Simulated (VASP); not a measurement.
Runs of VASP 6.6.1 on TiB. The structure is that of space group Fm-3m (No. 225), or close to it. The cells are those of the table. 

```tsv
task	cell	k mesh	cutoff (eV)	gap on the mesh (eV)	pressure (GPa)	relaxed volume (Å³/atom)
relaxation of cell and atoms	relaxed from a = 3.129 Å, angles 60.0°, 2 atoms	8 × 8 × 8	600	none	-0.1	(a)
single point	a = 3.201 Å, angles 60.0°, 2 atoms	8 × 8 × 8	520	none	0.7	-
relaxation of cell and atoms	relaxed from a = 3.201 Å, angles 60.0°, 2 atoms	16 × 16 × 16	600	none	0.0	11.64
single point	a = 3.202 Å, angles 60.0°, 2 atoms	16 × 16 × 16	520	none	0.5	-
```

Alike in all rows: level r2SCAN; potentials or basis VASP PAW PBE potentials, release 64 (Ti_sv, B); no spin polarisation; smearing gaussian 0.1 eV.

Task: Estimate the missing entries.

Result: (a) 11.65.

Caveats: the PAW data sets were made with another functional, which shifts forces and pressure a little; an odd number of electrons without spin polarisation forces a metal; a magnetic or distorted state may lie lower.

A gap of «none» marks levels without a gap at the run's occupations.
